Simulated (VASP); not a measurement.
# LiF (d3) (Fm-3m) in VASP: further runs, part 2 of 2

VASP 6.6.1. The steps go on from the part before.

## Step 3: Single point, PBE+D3(BJ)

This run uses another cell than the first one, of 8.00 Å³/atom, 0.939 times its volume.

INCAR reads:

```
SYSTEM = LiF
  PREC = Accurate
  ENCUT = 750
  EDIFF = 1E-6
  ISMEAR = 0
  SIGMA = 0.02
  LREAL = .FALSE.
  LASPH = .TRUE.
  NELM = 120
  ALGO = Normal
  ISIF = 2
  LWAVE = .FALSE.
  LCHARG = .TRUE.
  GGA = PE
  IVDW = 12
  LELF = .TRUE.
  LVHAR = .TRUE.
  NBANDS = 12
  GGA_COMPAT = .FALSE.
```

KPOINTS reads:

```
Automatic mesh
0
G
  10 10 10
  0 0 0
```

POSCAR reads:

```
LiF
1.0
    0.0000000000      1.9996039085      1.9996039085
    1.9996039085      0.0000000000      1.9996039085
    1.9996039085      1.9996039085      0.0000000000
Li F
1 1
Direct
    0.0000000000      0.0000000000      0.0000000000
    0.5000000000      0.5000000000      0.5000000000
```

Potentials or basis: VASP PAW PBE potentials, release 64 (Li_sv, F).

On the command line:

```
$ cat potpaw_PBE.64/Li_sv/POTCAR potpaw_PBE.64/F/POTCAR > POTCAR
$ mpirun -np 1 vasp_std > vasp.out
```

OUTCAR:

```text
SYSTEM = LiF
   PREC = Accurate
   ENCUT = 750
   EDIFF = 1E-6
   ISMEAR = 0
   LREAL = .FALSE.
   LASPH = .TRUE.
   NELM = 120
   ISIF = 2
   GGA = PE
   IVDW = 12
 IVDW          = 12

 ion  position               nearest neighbor table
   1  0.000  0.000  0.000-   2 2.00   2 2.00   2 2.00   2 2.00   2 2.00   2 2.00
   2  0.500  0.500  0.500-   1 2.00   1 2.00   1 2.00   1 2.00   1 2.00   1 2.00

  LATTYP: Found a face centered cubic cell.
 ALAT       =     3.9992078170

  Lattice vectors:

 A1 = (   0.0000000000,   1.9996039085,   1.9996039085)
 A2 = (   1.9996039085,   0.0000000000,   1.9996039085)
 A3 = (   1.9996039085,   1.9996039085,   0.0000000000)

Analysis of symmetry for initial positions (statically):
=====================================================================
 Subroutine PRICEL returns:
 Original cell was already a primitive cell.

 Routine SETGRP: Setting up the symmetry group for a
 face centered cubic supercell.

 Subroutine GETGRP returns: Found 48 space group operations
 (whereof 48 operations were pure point group operations)
 out of a pool of 48 trial point group operations.

The static configuration has the point symmetry O_h .

Analysis of symmetry for dynamics (positions and initial velocities):
[... 180 lines left out ...]
     12      23.6469      0.00000
[... 331 lines left out ...]
 k-point    24 :       0.4000    0.3000    0.0000
  band No.  band energies     occupation
      1     -41.6901      2.00000
      2     -20.3778      2.00000
      3      -3.2810      2.00000
      4      -1.7973      2.00000
      5      -1.6820      2.00000
      6      12.3829      0.00000
      7      16.0309      0.00000
      8      17.8621      0.00000
      9      19.5080      0.00000
     10      20.5743      0.00000
     11      33.5188      0.00000
     12      34.4061      0.00000

 [... further k-points ...]

------------------------ aborting loop because EDIFF is reached ----------------------------------------

 Edisp (eV)   -0.36477

 E8    (eV) :    -0.1338

  FORCE on cell =-STRESS in cart. coord.  units (eV):
  Direction    XX          YY          ZZ          XY          YZ          ZX
  --------------------------------------------------------------------------------------
  -------------------------------------------------------------------------------------
  Total      -0.06952    -0.06952    -0.06952    -0.00000    -0.00000     0.00000
  in kB      -6.96593    -6.96593    -6.96593    -0.00000    -0.00000     0.00000
  external pressure =       -6.97 kB  Pullay stress =        0.00 kB

 VOLUME and BASIS-vectors are now :
 -----------------------------------------------------------------------------
  energy-cutoff  :      750.00
  volume of cell :       15.99
      direct lattice vectors                 reciprocal lattice vectors
     0.000000000  1.999603908  1.999603908    -0.250049521  0.250049521  0.250049521
     1.999603908  0.000000000  1.999603908     0.250049521 -0.250049521  0.250049521
     1.999603908  1.999603908  0.000000000     0.250049521  0.250049521 -0.250049521

 POSITION                                       TOTAL-FORCE (eV/Angst)
 -----------------------------------------------------------------------------------
      0.00000      0.00000      0.00000        -0.000000      0.000000      0.000000
      1.99960      1.99960      1.99960         0.000000      0.000000     -0.000000
 -----------------------------------------------------------------------------------
    total drift:                                0.000000      0.000000      0.000000

  FREE ENERGIE OF THE ION-ELECTRON SYSTEM (eV)
  ---------------------------------------------------
  free  energy   TOTEN  =       -10.0013717397 eV

  energy  without entropy=      -10.0013717397  energy(sigma->0) =      -10.00137174
```

OSZICAR:

```text
N       E                     dE             d eps       ncg     rms          rms(c)
DAV:   1     0.430770139015E+02    0.43077E+02   -0.67148E+03  1160   0.110E+03
DAV:   2    -0.864832490572E+01   -0.51725E+02   -0.50602E+02  1312   0.222E+02
DAV:   3    -0.101263156876E+02   -0.14780E+01   -0.14723E+01  1548   0.330E+01
DAV:   4    -0.101442835198E+02   -0.17968E-01   -0.17967E-01  1288   0.376E+00
DAV:   5    -0.101444587170E+02   -0.17520E-03   -0.17520E-03  1416   0.298E-01    0.452E+00
DAV:   6    -0.962735941914E+01    0.51710E+00   -0.24336E+00  1260   0.978E+00    0.140E+00
DAV:   7    -0.963060402920E+01   -0.32446E-02   -0.19207E-02  1504   0.127E+00    0.868E-01
DAV:   8    -0.963649092036E+01   -0.58869E-02   -0.15289E-02  1408   0.135E+00    0.115E-01
DAV:   9    -0.963650532369E+01   -0.14403E-04   -0.95212E-04  1328   0.293E-01    0.452E-02
DAV:  10    -0.963660333366E+01   -0.98010E-04   -0.14219E-04  1280   0.970E-02    0.170E-02
DAV:  11    -0.963660188725E+01    0.14464E-05   -0.70148E-06  1400   0.252E-02    0.290E-03
DAV:  12    -0.963660204535E+01   -0.15811E-06   -0.49026E-07  1304   0.637E-03
   1 F= -.10001372E+02 E0= -.10001372E+02  d E =-.580778E-22
```

Run time: 32 s. Hardware: 1 thread of Intel Xeon 8259CL, shared host; peak memory 0.16 GiB.

What came out:

| Property | Result |
| --- | --- |
| Free energy | -10.0014 eV |
| Pressure | -0.7 GPa |
| Band gap on the k mesh | 9.27 eV, direct |
| Dispersion energy per atom | -0.182 eV |

A k mesh can miss the band edges. PBE gaps usually lie below the measured ones, often by a third to a half.

## Step 4: Relaxation of cell and atoms, PBE+D3(BJ)

INCAR reads:

```
  PREC = Accurate
  ENCUT = 750
  EDIFF = 1E-7
  ISMEAR = 0
  SIGMA = 0.02
  LREAL = F
  LASPH = T
  NELM = 120
  ALGO = Normal
  ISIF = 3
  LWAVE = F
  LCHARG = F
  GGA = PE
  IVDW = 12
  IBRION = 2
  NSW = 100
  EDIFFG = -0.002
  GGA_COMPAT = F
  NELMIN = 4
```

KPOINTS reads:

```
Automatic mesh
0
Gamma
  10 10 10
```

POSCAR reads:

```
LiF
1.0
    0.0000000000      2.0417135700      2.0417135700
    2.0417135700      0.0000000000      2.0417135700
    2.0417135700      2.0417135700      0.0000000000
Li F
1 1
Direct
    0.0000000000      0.0000000000      0.0000000000
    0.5000000000      0.5000000000      0.5000000000
```

On the command line:

```
$ cat potpaw_PBE.64/Li_sv/POTCAR potpaw_PBE.64/F/POTCAR > POTCAR
$ mpirun -np 1 vasp_std > vasp.out
```

Wall time 64 s (1 thread of Intel Xeon 8259CL, shared host); peak memory 0.17 GiB.

The run converged. Its results:

```yaml
Free_energy: -10.0043 eV
Relaxed_volume: 7.94 Å³/atom
Relaxed_cell: a = 2.822 Å, b = 2.822 Å, c = 2.822 Å, α = 60.00°, β = 60.00°, γ = 60.00°
Space_group_after_relaxing_to_0.05_Å: Fm-3m (No. 225)
Energy_gained_by_relaxing: 8.9 meV/atom
Ionic_steps: 4
Pressure_after_relaxing: 0.0 GPa
Band_gap_on_the_k_mesh: 9.33 eV, direct
Dispersion_energy_per_atom: -0.184 eV
```

The path:
```csv
step,energy change (eV),largest force (eV/Å),pressure (GPa),volume (Å³)
1,0.0000,0.0000,-4.74,17.02
2,-0.0138,0.0000,-2.39,16.41
3,-0.0178,0.0000,-0.23,15.93
4,-0.0179,0.0000,0.00,15.88
```

Final structure:
```xyz
2
Lattice="0.0000 1.9951 1.9951 1.9951 0.0000 1.9951 1.9951 1.9951 0.0000" Properties=species:S:1:pos:R:3 pbc="T T T"
Li    0.0000    1.9951    1.9951
F     1.9951    1.9951    1.9951
```

Levels at points of the mesh, in eV from the valence-band top:
| k point | band 3 | band 4 | band 5 | band 6 | band 7 | band 8 |
| --- | --- | --- | --- | --- | --- | --- |
| (0.00, 0.00, 0.00) | 0.00 | 0.00 | 0.00 | 9.33 | 24.35 | 24.35 |
| (0.50, 0.00, 0.00) | -2.61 | -0.24 | -0.24 | 10.93 | 17.07 | 19.13 |
| (0.50, 0.50, 0.00) | -3.13 | -1.04 | -1.04 | 15.08 | 16.61 | 17.78 |

A k mesh can miss the band edges. Expect the measured gap to be larger: semilocal functionals such as PBE lack the derivative discontinuity.

## Step 5: Overview

```tsv
task	cell	k mesh	smearing	gap on the mesh (eV)	pressure (GPa)
single point	a = 2.887 Å, angles 60.0°, 2 atoms	8 × 8 × 8	gaussian 0.1 eV	8.72	-4.8
single point	a = 2.828 Å, angles 60.0°, 2 atoms	10 × 10 × 10	gaussian 0.02 eV	9.27	-0.7
relaxation of cell and atoms	relaxed from a = 2.887 Å, angles 60.0°, 2 atoms	10 × 10 × 10	gaussian 0.02 eV	9.33	0.0
```

Alike in all rows: level PBE+D3(BJ); potentials or basis VASP PAW PBE potentials, release 64 (Li_sv, F); no spin polarisation; cutoff (eV) 750.

Absolute energies hang on the potentials; compare differences alone.
